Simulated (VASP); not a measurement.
# V (Im-3m) in VASP: further runs

Runs on V. Level: PBE. Tasks: single point.

Program: VASP 6.6.1. These are calculated values, not measurements. Logs are shortened: lines on timing, memory, paths and dates and some standing lists are left out, and cuts for length are marked.

## 1. The cell of the first run

It takes space group Im-3m (No. 229, cubic). Conventional cell: a = 2.998 Å, b = 2.998 Å, c = 2.998 Å, α = 90.00°, β = 90.00°, γ = 90.00°. Within 3.4 Å of V (site symmetry m-3m) lie 14 V at 2.60 to 3.00 Å.

## 2. Single point, PBE

INCAR

```
SYSTEM = V
PREC = Accurate
ENCUT = 520
EDIFF = 1E-6
ISMEAR = 1
SIGMA = 1.0
LREAL = .False.
LASPH = .True.
NELM = 80
ALGO = Normal
ISIF = 2
LWAVE = .False.
LCHARG = .False.
GGA = PE
NBANDS = 12
```

KPOINTS

```
regular mesh
0
Gamma
  15 15 15
  0 0 0
```

POSCAR

```
V
1.0
   -1.4991761207      1.4991761207      1.4991761207
    1.4991761207     -1.4991761207      1.4991761207
    1.4991761207      1.4991761207     -1.4991761207
V
1
Direct
    0.0000000000      0.0000000000      0.0000000000
```

Potentials or basis: VASP PAW PBE potentials, release 64 (V_sv).

Run with:

```console
cat potpaw_PBE.64/V_sv/POTCAR > POTCAR
mpirun -np 1 vasp_std > vasp.out
```

OUTCAR:

```text
SYSTEM = V
   PREC = Accurate
   ENCUT = 520
   EDIFF = 1E-6
   ISMEAR = 1
   LREAL = .False.
   LASPH = .True.
   NELM = 80
   ISIF = 2
   GGA = PE

 ion  position               nearest neighbor table
   1  0.000  0.000  0.000-

  LATTYP: Found a body centered cubic cell.
 ALAT       =     2.9983522414

  Lattice vectors:

 A1 = (  -1.4991761207,   1.4991761207,   1.4991761207)
 A2 = (   1.4991761207,  -1.4991761207,   1.4991761207)
 A3 = (   1.4991761207,   1.4991761207,  -1.4991761207)

Analysis of symmetry for initial positions (statically):
=====================================================================
 Subroutine PRICEL returns:
 Original cell was already a primitive cell.

 Routine SETGRP: Setting up the symmetry group for a
 body centered cubic supercell.

 Subroutine GETGRP returns: Found 48 space group operations
 (whereof 48 operations were pure point group operations)
 out of a pool of 48 trial point group operations.

The static configuration has the point symmetry O_h .

Analysis of symmetry for dynamics (positions and initial velocities):
=====================================================================
 Subroutine PRICEL returns:
 Original cell was already a primitive cell.

 Routine SETGRP: Setting up the symmetry group for a
 body centered cubic supercell.

 Subroutine GETGRP returns: Found 48 space group operations
 (whereof 48 operations were pure point group operations)
 out of a pool of 48 trial point group operations.

The dynamic configuration has the point symmetry O_h .

 Subroutine INISYM returns: Found 48 space group operations
 (whereof 48 operations are pure point group operations),
 and found     1 'primitive' translations

----------------------------------------------------------------------------------------

                                     Primitive cell

  volume of cell :      13.4778

  direct lattice vectors                    reciprocal lattice vectors
    -1.499176121  1.499176121  1.499176121     0.000000000  0.333516518  0.333516518
     1.499176121 -1.499176121  1.499176121     0.333516518  0.000000000  0.333516518
     1.499176121  1.499176121 -1.499176121     0.333516518  0.333516518  0.000000000

  length of vectors
     2.596649211  2.596649211  2.596649211     0.471663583  0.471663583  0.471663583

[... 77 lines left out ...]
   NELM   =     80;   NELMIN=  2; NELMDL= -5     # of ELM steps
   EDIFF  = 0.1E-05   stopping-criterion for ELM
   LREAL  =      F    real-space projection
   EDIFFG = 0.1E-04   stopping-criterion for IOM
   NSW    =      0    number of steps for IOM
   IBRION =     -1    ionic relax: 0-MD 1-quasi-New 2-CG
   NFREE  =      0    steps in history (QN), initial steepest desc. (CG)
   ISIF   =      2    stress and relaxation
   ISYM   =      2    0-nonsym 1-usesym 2-fastsym
   POTIM  = 0.5000    time-step for ionic-motion
   TEBEG  =    0.0;   TEEND  =   0.0 temperature during run
   PSTRESS=    0.0 pullay stress
   NELECT =      13.0000    total number of electrons
   NUPDOWN=      -1.0000    fix difference up-down
   EMIN   =  10.00;   EMAX   =-10.00  energy-range for DOS
   EFERMI =   0.00;   METHOD = LEGACY
   ISMEAR =     1;   SIGMA  =   1.00  broadening in eV -4-tet -1-fermi 0-gaus
   EFERMI_NEDOS =   21; number of points for ismear=-14 and -15
   IALGO  =     38    algorithm
   IMIX   =      4    mixing-type and parameters
     AMIX     =   0.40;   BMIX     =  1.00
     AMIX_MAG =   1.60;   BMIX_MAG =  1.00
  volume/ion in A,a.u.               =      13.48        90.95
  Fermi-wavevector in a.u.,A,eV,Ry     =   1.617521  3.056672 35.597938  2.616375
  Thomas-Fermi vector in A             =   2.711933
   LORBIT       =      0    0 simple, 1 ext, 2 COOP (PROOUT), +10 PAW based schemes
   GGA     = PE    functional components
   LHFCALC =     F    Hartree Fock is set to
   AEXX    =    0.0000 exact exchange contribution
   IVDW    =     0    specifies the selected vdW correction
   LEPSILON=     F    determine dielectric tensor
   LRPA    =     F    only Hartree local field effects (RPA)
 non-spin polarized calculation
 Methfessel and Paxton  Order N= 1 SIGMA  =   1.00
  energy-cutoff  :      520.00
  volume of cell :       13.48
 maximum number of plane-waves:       374
   NGX =  9   NGY =  9   NGZ =  9

 number of electron      12.9999989 magnetization

 Free energy of the ion-electron system (eV)
  ---------------------------------------------------
  ext. energy  EPLUGINS =         0.00000000
  ---------------------------------------------------
  free energy    TOTEN  =        -9.01773004 eV

  energy without entropy =       -8.98327688  energy(sigma->0) =       -9.00624566

 E-fermi :   9.7773     XC(G=0): -12.9013

 val. band max:        9.7665735354   @ k =   0.3333   0.1333   0.0000
 cond. band min:       9.7852650421   @ k =  -0.4000  -0.4000   0.2000
 fundamental gap:      0.0186915067
 Fermi energy:         9.7773252024

 k-point     1 :       0.0000    0.0000    0.0000
  band No.  band energies     occupation
      1     -54.0200      2.00000
      2     -27.3215      2.00000
      3     -27.3215      2.00000
      4     -27.3215      2.00000
      5       3.1142      2.00000
      6      10.1119      0.46727
      7      10.1119      0.46727
      8      10.1119      0.46727
      9      12.1207     -0.00453
     10      12.1207     -0.00453
     11      30.1816      0.00000
     12      30.1816      0.00000
[... 331 lines left out ...]
 k-point    24 :       0.4000    0.2000    0.0000
  band No.  band energies     occupation
      1     -53.8075      2.00000
      2     -28.1070      2.00000
      3     -27.7299      2.00000
      4     -27.4109      2.00000
      5       7.3938      2.00384
      6       8.6318      2.06877
      7       9.6188      1.26465
      8      12.0667     -0.00563
      9      12.6960     -0.00029
     10      16.0827     -0.00000
     11      19.7288     -0.00000
     12      23.0789     -0.00000

 [... further k-points ...]
[... 5 lines left out ...]
  --------------------------------------------------------------------------------------
  -------------------------------------------------------------------------------------
  Total        0.0031220      0.0031220      0.0031220      0.0000000     -0.0000000      0.0000000
  in kB        0.3711319      0.3711319      0.3711319      0.0000000     -0.0000000      0.0000000
  external PRESSURE =       0.3711319 kB  Pullay stress =       0.0000000 kB

 VOLUME and BASIS-vectors are now :
 -----------------------------------------------------------------------------
  energy-cutoff  :      520.00
  volume of cell :       13.48
      direct lattice vectors                 reciprocal lattice vectors
    -1.499176121  1.499176121  1.499176121     0.000000000  0.333516518  0.333516518
     1.499176121 -1.499176121  1.499176121     0.333516518  0.000000000  0.333516518
     1.499176121  1.499176121 -1.499176121     0.333516518  0.333516518  0.000000000

 POSITION                                       TOTAL-FORCE (eV/Angst)
 -----------------------------------------------------------------------------------
      0.00000      0.00000      0.00000         0.000000     -0.000000     -0.000000
 -----------------------------------------------------------------------------------
    total drift:                                0.000000     -0.000000      0.000000

  FREE ENERGIE OF THE ION-ELECTRON SYSTEM (eV)
  ---------------------------------------------------
  free  energy   TOTEN  =        -9.0177300420 eV

  energy  without entropy=       -8.9832768813  energy(sigma->0) =       -9.00624566
```

Wall time 31 s (1 thread of Intel Xeon 8259CL, shared host); peak memory 0.13 GiB.

Results:

| Item | Value |
| --- | --- |
| Free energy | -9.0177 eV |
| Pressure | 0.0 GPa |

Levels at points of the mesh, in eV from the Fermi level:
| k point | band 5 | band 6 | band 7 | band 8 | band 9 | band 10 |
| --- | --- | --- | --- | --- | --- | --- |
| (0.00, 0.00, 0.00) | -6.66 | 0.33 | 0.33 | 0.33 | 2.34 | 2.34 |

## 3. Single point, PBE

INCAR

```
SYSTEM = V
  PREC = Accurate
  ENCUT = 520
  EDIFF = 1E-6
  ISMEAR = -1
  SIGMA = 0.1
  LREAL = .False.
  LASPH = .True.
  NELM = 100
  ALGO = Normal
  ISIF = 2
  LWAVE = .False.
  LCHARG = .True.
  GGA = PE
  LELF = .True.
  LVHAR = .True.
  NBANDS = 12
```

KPOINTS

```
regular mesh
0
Gamma
  16 16 16
  0 0 0
```

POSCAR is that of step 2.

Potentials or basis: VASP PAW PBE potentials, release 64 (V_sv).

Run with:

```console
cat potpaw_PBE.64/V_sv/POTCAR > POTCAR
mpirun -np 1 vasp_std > vasp.out
```

Wall time 32 s (1 thread of Intel Xeon 8259CL, shared host); peak memory 0.14 GiB.

The run converged. Its results:

* Free energy: -9.0200 eV
* Pressure: 0.4 GPa

Levels at points of the mesh, in eV from the Fermi level:
```tsv
k point	band 5	band 6	band 7	band 8	band 9	band 10
(0.00, 0.00, 0.00)	-6.60	0.39	0.39	0.39	2.40	2.40
(0.50, 0.00, 0.00)	-3.19	-1.14	1.62	2.40	2.76	4.09
(0.50, 0.50, 0.50)	-3.01	-3.01	3.70	3.70	3.70	10.18
```
